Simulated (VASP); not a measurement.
# NaH (Pm-3m) in VASP: further runs, part 2 of 2

VASP 6.6.1.

## Step 3: G0W0 quasiparticle levels, PBE

POSCAR reads:

```
NaH
1.0
    2.9323911888      0.0000000000      0.0000000000
    0.0000000000      2.9323911888      0.0000000000
    0.0000000000      0.0000000000      2.9323911888
Na H
1 1
Direct
    0.0000000000      0.0000000000      0.0000000000
    0.5000000000      0.5000000000      0.5000000000
```

INCAR.step1 reads:

```
SYSTEM = NaH
PREC = Accurate ; ENCUT = 500
EDIFF = 1E-8 ; ISMEAR = 0
SIGMA = 0.01 ; LREAL = .False.
LASPH = .True. ; NELM = 80
ALGO = Normal ; LWAVE = .True.
LCHARG = .False. ; GGA = PE
```

INCAR.step2 reads:

```
SYSTEM = NaH
PREC = Accurate ; ENCUT = 500
EDIFF = 1E-8 ; ISMEAR = 0
SIGMA = 0.01 ; LREAL = .False.
LASPH = .True. ; NELM = 1
ALGO = Exact ; LWAVE = .True.
LCHARG = .False. ; GGA = PE
NBANDS = 99 ; LOPTICS = .True.
ISTART = 1
```

INCAR.step3 reads:

```
SYSTEM = NaH
PREC = Accurate ; ENCUT = 500
EDIFF = 1E-8 ; ISMEAR = 0
SIGMA = 0.01 ; LREAL = .False.
LASPH = .True. ; ALGO = EVGW0
LWAVE = .False. ; LCHARG = .False.
GGA = PE ; NELMGW = 1
NBANDS = 99 ; ENCUTGW = 140.0
NOMEGA = 96 ; PRECFOCK = Fast
ISTART = 1 ; NBANDSGW = 13
OMEGAMAX = 20
```

KPOINTS reads:

```
regular mesh
0
Gamma
  4 4 4
  0 0 0
```

Potentials or basis: VASP PAW PBE potentials, release 64 (Na_sv_GW, H_GW).

Command:

```bash
cat potpaw_PBE.64/Na_sv_GW/POTCAR potpaw_PBE.64/H_GW/POTCAR > POTCAR
cp INCAR.step1 INCAR
mpirun -np 1 vasp_std > vasp.out
cp INCAR.step2 INCAR
mpirun -np 1 vasp_std > vasp.out
cp INCAR.step3 INCAR
mpirun -np 1 vasp_std > vasp.out
```

OUTCAR:

```text
SYSTEM = NaH
   PREC = Accurate
   ENCUT = 500
   EDIFF = 1E-8
   ISMEAR = 0
   LREAL = .False.
   LASPH = .True.
   GGA = PE
   NELMGW = 1
   ENCUTGW = 140.0
   PRECFOCK = Fast
   ISTART = 1

 ion  position               nearest neighbor table
   1  0.000  0.000  0.000-
   2  0.500  0.500  0.500-

  LATTYP: Found a simple cubic cell.
 ALAT       =     2.9323911888

  Lattice vectors:

 A1 = (   2.9323911888,   0.0000000000,   0.0000000000)
 A2 = (   0.0000000000,   2.9323911888,   0.0000000000)
 A3 = (   0.0000000000,   0.0000000000,   2.9323911888)

Analysis of symmetry for initial positions (statically):
=====================================================================
 Subroutine PRICEL returns:
 Original cell was already a primitive cell.

 Routine SETGRP: Setting up the symmetry group for a
 simple cubic supercell.

 Subroutine GETGRP returns: Found 48 space group operations
 (whereof 48 operations were pure point group operations)
 out of a pool of 48 trial point group operations.

The static configuration has the point symmetry O_h .

Analysis of symmetry for dynamics (positions and initial velocities):
=====================================================================
 Subroutine PRICEL returns:
 Original cell was already a primitive cell.

 Routine SETGRP: Setting up the symmetry group for a
 simple cubic supercell.

 Subroutine GETGRP returns: Found 48 space group operations
 (whereof 48 operations were pure point group operations)
 out of a pool of 48 trial point group operations.

The dynamic configuration has the point symmetry O_h .

 Subroutine INISYM returns: Found 48 space group operations
 (whereof 48 operations are pure point group operations),
 and found     1 'primitive' translations

----------------------------------------------------------------------------------------

                                     Primitive cell

  volume of cell :      25.2154

  direct lattice vectors                    reciprocal lattice vectors
     2.932391189  0.000000000  0.000000000     0.341018621  0.000000000  0.000000000
     0.000000000  2.932391189  0.000000000     0.000000000  0.341018621  0.000000000
     0.000000000  0.000000000  2.932391189     0.000000000  0.000000000  0.341018621

  length of vectors
     2.932391189  2.932391189  2.932391189     0.341018621  0.341018621  0.341018621

  position of ions in fractional coordinates (direct lattice)
     0.000000000  0.000000000  0.000000000
     0.500000000  0.500000000  0.500000000

  ion indices of the primitive-cell ions
   primitive index   ion index
                 1           1
                 2           2

[... 28 lines left out ...]
  0.000000  0.000000  0.000000      1.000000
  0.250000  0.000000  0.000000      6.000000
  0.500000  0.000000  0.000000      3.000000
  0.250000  0.250000  0.000000     12.000000
  0.500000  0.250000  0.000000     12.000000
  0.500000  0.500000  0.000000      3.000000
  0.250000  0.250000  0.250000      8.000000
  0.500000  0.250000  0.250000     12.000000
  0.500000  0.500000  0.250000      6.000000
  0.500000  0.500000  0.500000      1.000000
   k-points           NKPTS =     10   k-points in BZ     NKDIM =     64   number of bands    NBANDS=     99
   number of dos      NEDOS =    301   number of ions     NIONS =      2
   total plane-waves  NPLWV =  13824
   dimension x,y,z NGX =    24 NGY =   24 NGZ =   24
   dimension x,y,z NGXF=    48 NGYF=   48 NGZF=   48
   ions per type =               1   1
   NGX,Y,Z   is equivalent  to a cutoff of  13.61, 13.61, 13.61 a.u.
   NGXF,Y,Z  is equivalent  to a cutoff of  27.21, 27.21, 27.21 a.u.
 SYSTEM =  NaH
   PREC   = accura    normal or accurate (medium, high low for compatibility)
   ISTART =      1    job   : 0-new  1-cont  2-samecut
   ICHARG =      0    charge: 1-file 2-atom 10-const
   ISPIN  =      1    spin polarized calculation?
   LNONCOLLINEAR =      F non collinear calculations
   LSORBIT =      F    spin-orbit coupling
   LASPH  =      T    aspherical Exc in radial PAW
   ENCUT  =  500.0 eV  36.75 Ry    6.06 a.u.   5.35  5.35  5.35*2*pi/ulx,y,z
   NELM   =     60;   NELMIN=  2; NELMDL=  0     # of ELM steps
   EDIFF  = 0.1E-07   stopping-criterion for ELM
   LREAL  =      F    real-space projection
   EDIFFG = 0.1E-06   stopping-criterion for IOM
   NSW    =      0    number of steps for IOM
   IBRION =     -1    ionic relax: 0-MD 1-quasi-New 2-CG
   NFREE  =      0    steps in history (QN), initial steepest desc. (CG)
   ISIF   =      0    stress and relaxation
   ISYM   =      3    0-nonsym 1-usesym 2-fastsym
   POTIM  = 0.5000    time-step for ionic-motion
   TEBEG  =    0.0;   TEEND  =   0.0 temperature during run
   PSTRESS=    0.0 pullay stress
   NELECT =      10.0000    total number of electrons
   NUPDOWN=      -1.0000    fix difference up-down
   EMIN   =  10.00;   EMAX   =-10.00  energy-range for DOS
   EFERMI =   0.00;   METHOD = LEGACY
   ISMEAR =     0;   SIGMA  =   0.01  broadening in eV -4-tet -1-fermi 0-gaus
   EFERMI_NEDOS =   21; number of points for ismear=-14 and -15
   IALGO  =     38    algorithm
   IMIX   =      4    mixing-type and parameters
     AMIX     =   0.40;   BMIX     =  1.00
     AMIX_MAG =   1.60;   BMIX_MAG =  1.00
  volume/ion in A,a.u.               =      12.61        85.08
  Fermi-wavevector in a.u.,A,eV,Ry     =   1.202780  2.272925 19.683278  1.446680
  Thomas-Fermi vector in A             =   2.338552
   LORBIT       =      0    0 simple, 1 ext, 2 COOP (PROOUT), +10 PAW based schemes
   GGA     = PE    functional components
   LHFCALC =     T    Hartree Fock is set to
   PRECFOCK=fast      Normal, Fast or Accurate (Low or Medium for compatibility)
   ENCUT4O =  -1.0   cutoff for four orbital integrals eV
   NKREDX  =     1    reduce k-point grid by
   NKREDY  =     1    reduce k-point grid by
   NKREDZ  =     1    reduce k-point grid by
   AEXX    =    1.0000 exact exchange contribution
   HFSCREEN=    0.0000 screening length (either q_TF or 0.3 A-1)
   HFSCREENC=   0.0000 screening length for correlation (either q_TF or 0.3 A-1)
   ENCUTFOCK=  -1.0 apply spherical cutoff to Coloumb kernel
   IVDW    =     0    specifies the selected vdW correction
   LEPSILON=     F    determine dielectric tensor
   LRPA    =     F    only Hartree local field effects (RPA)
   LRPAFORCE           =     F    calculate RPA forces
   ENCUTGW             = 140.0    cutoff for response function in eV
   ENCUTGWSOFT         = 112.0    soft cutoff for Coulomb kernel in GW response function in eV
   ENCUTLF             =  -1.0    cutoff for local field effects
   NELMGW              =     1    number of iterations in solving QP/BSE equation
   NELMHF              =     1    number of iterations in the inner HF iteration
   NKREDLFX            =     1    NKREDLFY  =   1   NKREDLFZ  =   1
 non-spin polarized calculation
 Gauss-broadening in eV      SIGMA  =   0.01
  energy-cutoff  :      500.00
  volume of cell :       25.22
 maximum number of plane-waves:       656
 NGX is ok and might be reduce to    24
  NGX = 12; NGY = 12; NGZ = 12
   NGX = 11   NGY = 11   NGZ = 11
 maximum number of plane-waves:       100

 QP shifts <psi_nk| G(iteration)W_0 |psi_nk>: iteration 1
 for sc-GW calculations column KS-energies equals QP-energies in previous step
 and V_xc(KS)=  KS-energies - (<T + V_ion + V_H > + <T+V_H+V_ion>^1  + <V_x>^1)

 k-point   1 :       0.0000    0.0000    0.0000
  band No.  KS-energies  QP-energies   sigma(KS)   V_xc(KS)     V^pw_x(r,r')   Z            occupation Imag(sigma)

      1     -51.3845     -59.4907     -40.5869     -29.2431     -49.1001       0.7146       2.0000       0.2579
      2     -23.2386     -28.1462     -35.0400     -28.4400     -41.4834       0.7436       2.0000       0.0722
      3     -23.2386     -28.1462     -35.0400     -28.4400     -41.4834       0.7436       2.0000       0.0722
      4     -23.2386     -28.1462     -35.0400     -28.4400     -41.4834       0.7436       2.0000       0.0722
      5      -4.6479      -6.0459     -11.1654      -9.0734     -14.1653       0.6683       2.0000       0.2146
      6      10.2552      11.1496     -10.0699     -11.3411      -5.2418       0.7036       0.0000      -0.2459
      7      12.4192      12.6696      -6.2787      -6.6059      -1.4085       0.7655       0.0000      -0.4970
      8      12.4192      12.6696      -6.2787      -6.6059      -1.4085       0.7655       0.0000      -0.4970
      9      14.0192      14.7317      -7.5989      -8.5633      -2.8879       0.7388       0.0000      -0.5860
     10      14.0192      14.7317      -7.5989      -8.5633      -2.8879       0.7388       0.0000      -0.5860
     11      14.0192      14.7317      -7.5989      -8.5633      -2.8879       0.7388       0.0000      -0.5860
     12      27.2621      28.3612      -6.9666      -8.1419      -1.8227       0.9352       0.0000      -1.2551
     13      27.2621      28.3612      -6.9666      -8.1419      -1.8227       0.9352       0.0000      -1.2551
[... 140 lines left out ...]
      1     -51.3413     -59.5106     -40.6584     -29.3120     -49.1700       0.7200       2.0000       0.2551
      2     -23.3688     -28.2410     -34.7634     -28.1865     -41.1981       0.7408       2.0000       0.0730
      3     -23.3688     -28.2410     -34.7634     -28.1865     -41.1981       0.7408       2.0000       0.0730
      4     -23.3688     -28.2410     -34.7634     -28.1865     -41.1981       0.7408       2.0000       0.0730
      5       1.3950       0.0405     -13.2327     -11.4368     -14.5238       0.7542       2.0000       0.0414
      6       8.2901       8.9155      -6.4204      -7.2330      -2.5988       0.7696       0.0000      -0.0942
      7       8.2901       8.9155      -6.4204      -7.2330      -2.5988       0.7696       0.0000      -0.0942
      8       8.2901       8.9155      -6.4204      -7.2330      -2.5988       0.7696       0.0000      -0.0942
      9      10.6265      11.2390      -7.6791      -8.4978      -3.1340       0.7481       0.0000      -0.3205
     10      10.6265      11.2390      -7.6791      -8.4978      -3.1340       0.7481       0.0000      -0.3205
     11      10.6265      11.2390      -7.6791      -8.4978      -3.1340       0.7481       0.0000      -0.3205
     12      17.8090      19.4900      -8.4365     -10.5131      -3.6378       0.8095       0.0000      -0.9088
     13      33.2828      35.6794      -6.9862      -9.8012      -2.0421       0.8514       0.0000      -3.2274
```

Wall time 87 s (1 thread of Intel Xeon Platinum 8259CL at 2.50GHz (Skylake/Cascade Lake), shared host); peak memory 0.25 GiB.

Results:

| Property | Result |
| --- | --- |
| Quasiparticle gap | 3.01 eV |
| Least direct quasiparticle gap | 6.69 eV |
| Band gap of the starting levels on the mesh | 1.00 eV |
| Least direct gap of the starting levels on the mesh | 4.49 eV |

Caveat: the k points lie up to 0.54 Å⁻¹ apart; bands, screening cutoff and mesh are small and nothing is extrapolated, so the quasiparticle values aren't converged; the structure was generated, so it needn't be the stable form of NaH.

## Step 4: G0W0 quasiparticle levels, PBE

POSCAR is that of step 3.

INCAR.step1 reads:

```
SYSTEM = NaH
ALGO = Normal
EDIFF = 1E-8
ENCUT = 500
GGA = PE
ISMEAR = 0
LASPH = .True.
LCHARG = .False.
LREAL = .False.
LWAVE = .True.
NELM = 100
PREC = Accurate
SIGMA = 0.01
```

INCAR.step2 reads:

```
SYSTEM = NaH
ALGO = Exact
EDIFF = 1E-8
ENCUT = 500
GGA = PE
ISMEAR = 0
ISTART = 1
LASPH = .True.
LCHARG = .False.
LOPTICS = .True.
LREAL = .False.
LWAVE = .True.
NBANDS = 99
NELM = 1
PREC = Accurate
SIGMA = 0.01
```

INCAR.step3 reads:

```
SYSTEM = NaH
ALGO = EVGW0
EDIFF = 1E-8
ENCUT = 500
ENCUTGW = 140.0
GGA = PE
ISMEAR = 0
ISTART = 1
LASPH = .True.
LCHARG = .False.
LREAL = .False.
LWAVE = .False.
NBANDS = 99
NBANDSGW = 13
NELMGW = 1
NOMEGA = 96
OMEGAMAX = 20
PREC = Accurate
PRECFOCK = Fast
SIGMA = 0.01
```

KPOINTS reads:

```
k-points
0
Gamma
  4 4 4
  0 0 0
```

Potentials or basis: VASP PAW PBE potentials, release 64 (Na_sv_GW, H_GW).

Command:

```bash
cat potpaw_PBE.64/Na_sv_GW/POTCAR potpaw_PBE.64/H_GW/POTCAR > POTCAR
cp INCAR.step1 INCAR
mpirun -np 1 vasp_std > vasp.out
cp INCAR.step2 INCAR
mpirun -np 1 vasp_std > vasp.out
cp INCAR.step3 INCAR
mpirun -np 1 vasp_std > vasp.out
```

OUTCAR:

```text
SYSTEM = NaH
   EDIFF = 1E-8
   ENCUT = 500
   ENCUTGW = 140.0
   GGA = PE
   ISMEAR = 0
   ISTART = 1
   LASPH = .True.
   LREAL = .False.
   NELMGW = 1
   PREC = Accurate
   PRECFOCK = Fast

 ion  position               nearest neighbor table
   1  0.000  0.000  0.000-
   2  0.500  0.500  0.500-

  LATTYP: Found a simple cubic cell.
 ALAT       =     2.9323911888

  Lattice vectors:

 A1 = (   2.9323911888,   0.0000000000,   0.0000000000)
 A2 = (   0.0000000000,   2.9323911888,   0.0000000000)
 A3 = (   0.0000000000,   0.0000000000,   2.9323911888)

Analysis of symmetry for initial positions (statically):
=====================================================================
 Subroutine PRICEL returns:
 Original cell was already a primitive cell.

 Routine SETGRP: Setting up the symmetry group for a
 simple cubic supercell.

 Subroutine GETGRP returns: Found 48 space group operations
 (whereof 48 operations were pure point group operations)
 out of a pool of 48 trial point group operations.

The static configuration has the point symmetry O_h .

Analysis of symmetry for dynamics (positions and initial velocities):
=====================================================================
 Subroutine PRICEL returns:
 Original cell was already a primitive cell.

 Routine SETGRP: Setting up the symmetry group for a
 simple cubic supercell.

[... 106 lines left out ...]
   IALGO  =     38    algorithm
   IMIX   =      4    mixing-type and parameters
     AMIX     =   0.40;   BMIX     =  1.00
     AMIX_MAG =   1.60;   BMIX_MAG =  1.00
  volume/ion in A,a.u.               =      12.61        85.08
  Fermi-wavevector in a.u.,A,eV,Ry     =   1.202780  2.272925 19.683278  1.446680
  Thomas-Fermi vector in A             =   2.338552
   LORBIT       =      0    0 simple, 1 ext, 2 COOP (PROOUT), +10 PAW based schemes
   GGA     = PE    functional components
   LHFCALC =     T    Hartree Fock is set to
   PRECFOCK=fast      Normal, Fast or Accurate (Low or Medium for compatibility)
   ENCUT4O =  -1.0   cutoff for four orbital integrals eV
   NKREDX  =     1    reduce k-point grid by
   NKREDY  =     1    reduce k-point grid by
   NKREDZ  =     1    reduce k-point grid by
   AEXX    =    1.0000 exact exchange contribution
   HFSCREEN=    0.0000 screening length (either q_TF or 0.3 A-1)
   HFSCREENC=   0.0000 screening length for correlation (either q_TF or 0.3 A-1)
   ENCUTFOCK=  -1.0 apply spherical cutoff to Coloumb kernel
   IVDW    =     0    specifies the selected vdW correction
   LEPSILON=     F    determine dielectric tensor
   LRPA    =     F    only Hartree local field effects (RPA)
   LRPAFORCE           =     F    calculate RPA forces
   ENCUTGW             = 140.0    cutoff for response function in eV
   ENCUTGWSOFT         = 112.0    soft cutoff for Coulomb kernel in GW response function in eV
   ENCUTLF             =  -1.0    cutoff for local field effects
   NELMGW              =     1    number of iterations in solving QP/BSE equation
   NELMHF              =     1    number of iterations in the inner HF iteration
   NKREDLFX            =     1    NKREDLFY  =   1   NKREDLFZ  =   1
 non-spin polarized calculation
 Gauss-broadening in eV      SIGMA  =   0.01
  energy-cutoff  :      500.00
  volume of cell :       25.22
 maximum number of plane-waves:       656
 NGX is ok and might be reduce to    24
  NGX = 12; NGY = 12; NGZ = 12
   NGX = 11   NGY = 11   NGZ = 11
 maximum number of plane-waves:       100

 QP shifts <psi_nk| G(iteration)W_0 |psi_nk>: iteration 1
 for sc-GW calculations column KS-energies equals QP-energies in previous step
 and V_xc(KS)=  KS-energies - (<T + V_ion + V_H > + <T+V_H+V_ion>^1  + <V_x>^1)

 k-point   1 :       0.0000    0.0000    0.0000
  band No.  KS-energies  QP-energies   sigma(KS)   V_xc(KS)     V^pw_x(r,r')   Z            occupation Imag(sigma)

      1     -51.3845     -59.4907     -40.5869     -29.2431     -49.1001       0.7146       2.0000       0.2579
      2     -23.2386     -28.1462     -35.0400     -28.4400     -41.4834       0.7436       2.0000       0.0722
      3     -23.2386     -28.1462     -35.0400     -28.4400     -41.4834       0.7436       2.0000       0.0722
      4     -23.2386     -28.1462     -35.0400     -28.4400     -41.4834       0.7436       2.0000       0.0722
      5      -4.6479      -6.0459     -11.1654      -9.0734     -14.1653       0.6683       2.0000       0.2146
      6      10.2552      11.1496     -10.0699     -11.3411      -5.2418       0.7036       0.0000      -0.2459
      7      12.4192      12.6696      -6.2787      -6.6059      -1.4085       0.7655       0.0000      -0.4970
      8      12.4192      12.6696      -6.2787      -6.6059      -1.4085       0.7655       0.0000      -0.4970
      9      14.0192      14.7317      -7.5989      -8.5633      -2.8879       0.7388       0.0000      -0.5860
     10      14.0192      14.7317      -7.5989      -8.5633      -2.8879       0.7388       0.0000      -0.5860
     11      14.0192      14.7317      -7.5989      -8.5633      -2.8879       0.7388       0.0000      -0.5860
     12      27.2621      28.3612      -6.9666      -8.1419      -1.8227       0.9352       0.0000      -1.2551
     13      27.2621      28.3612      -6.9666      -8.1419      -1.8227       0.9352       0.0000      -1.2551
[... 140 lines left out ...]
      1     -51.3413     -59.5106     -40.6584     -29.3120     -49.1700       0.7200       2.0000       0.2551
      2     -23.3688     -28.2410     -34.7634     -28.1865     -41.1981       0.7408       2.0000       0.0730
      3     -23.3688     -28.2410     -34.7634     -28.1865     -41.1981       0.7408       2.0000       0.0730
      4     -23.3688     -28.2410     -34.7634     -28.1865     -41.1981       0.7408       2.0000       0.0730
      5       1.3950       0.0405     -13.2327     -11.4368     -14.5238       0.7542       2.0000       0.0414
      6       8.2901       8.9155      -6.4204      -7.2330      -2.5988       0.7696       0.0000      -0.0942
      7       8.2901       8.9155      -6.4204      -7.2330      -2.5988       0.7696       0.0000      -0.0942
      8       8.2901       8.9155      -6.4204      -7.2330      -2.5988       0.7696       0.0000      -0.0942
      9      10.6265      11.2390      -7.6791      -8.4978      -3.1340       0.7481       0.0000      -0.3205
     10      10.6265      11.2390      -7.6791      -8.4978      -3.1340       0.7481       0.0000      -0.3205
     11      10.6265      11.2390      -7.6791      -8.4978      -3.1340       0.7481       0.0000      -0.3205
     12      17.8090      19.4900      -8.4365     -10.5131      -3.6378       0.8095       0.0000      -0.9088
     13      33.2828      35.6794      -6.9862      -9.8012      -2.0421       0.8514       0.0000      -3.2274
```

OUTCAR.step2:

```text
SYSTEM = NaH
   EDIFF = 1E-8
   ENCUT = 500
   GGA = PE
[... 740 lines left out ...]
  --------------------------------------------------------------------------------------------------------------
     0.00000     4.10571     4.10571     4.10571    -0.00000    -0.00000     0.00000
     2.30992     4.79750     4.79750     4.79750    -0.00000    -0.00000     0.00000
     4.61983    11.75692    11.75692    11.75692    -0.00000    -0.00000     0.00000
     6.92975    -2.98053    -2.98053    -2.98053    -0.00000    -0.00000     0.00000
     9.23967     0.23705     0.23705     0.23705     0.00000     0.00000     0.00000
    11.54959    -0.65553    -0.65553    -0.65553     0.00000     0.00000     0.00000
[... 92 lines left out ...]
   226.37191     0.98968     0.98968     0.98968     0.00000     0.00000     0.00000
   228.68183     0.98993     0.98993     0.98993     0.00000     0.00000     0.00000
```

Run time: 55 s. Hardware: 1 thread of Intel Xeon Platinum 8488C (Sapphire Rapids), shared host; peak memory 0.25 GiB.

What came out:

```
Quasiparticle gap                                   : 3.01 eV
Least direct quasiparticle gap                      : 6.69 eV
Band gap of the starting levels on the mesh         : 1.00 eV
Least direct gap of the starting levels on the mesh : 4.49 eV
```

Caveat: the k points lie up to 0.54 Å⁻¹ apart; bands, screening cutoff and mesh are small and nothing is extrapolated, so the quasiparticle values aren't converged; the structure was generated, so it needn't be the stable form of NaH.
